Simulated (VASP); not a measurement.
A run of VASP 6.6.1 is set up as follows.

Contents of INCAR:

```
PREC = Accurate
ENCUT = 600
EDIFF = 1E-6
ISMEAR = -1
SIGMA = 0.05
LREAL = False
LASPH = True
NELM = 60
ALGO = Normal
ISIF = 3
LWAVE = False
LCHARG = False
GGA = PE
IBRION = 2
NSW = 60
EDIFFG = -0.005
PSTRESS = 540.0
```

Contents of KPOINTS:

```
Automatic mesh
0
Gamma
  17 17 17
```

POSCAR

```
Zn
1.0
    2.2463213408      0.0000000000      0.0000000000
    0.0000000000      2.2463213408      0.0000000000
    0.0000000000      0.0000000000      2.2463213408
Zn
1
Direct
    0.0000000000      0.0000000000      0.0000000000
```

Potentials or basis: VASP PAW PBE potentials, release 64 (Zn).

The run is started by

```sh
$ cat potpaw_PBE.64/Zn/POTCAR > POTCAR
$ mpirun -np 1 vasp_std > vasp.out
```

Task: What does it give for the relaxed volume?

Result: 12.18 Å³/atom.

Task: Estimate the band gap on the k mesh.

Result: Zero (bands 6 and 7 overlap by 8.83 eV).

Final structure:
```
Zn
1.0
     2.30052    0.00000    0.00000
     0.00000    2.30052    0.00000
     0.00000    0.00000    2.30052
Zn
1
Cartesian
  0.0000 0.0000 0.0000
```

Caveat: the cell is relaxed towards a set pressure, so the run minimises the enthalpy, not the energy.
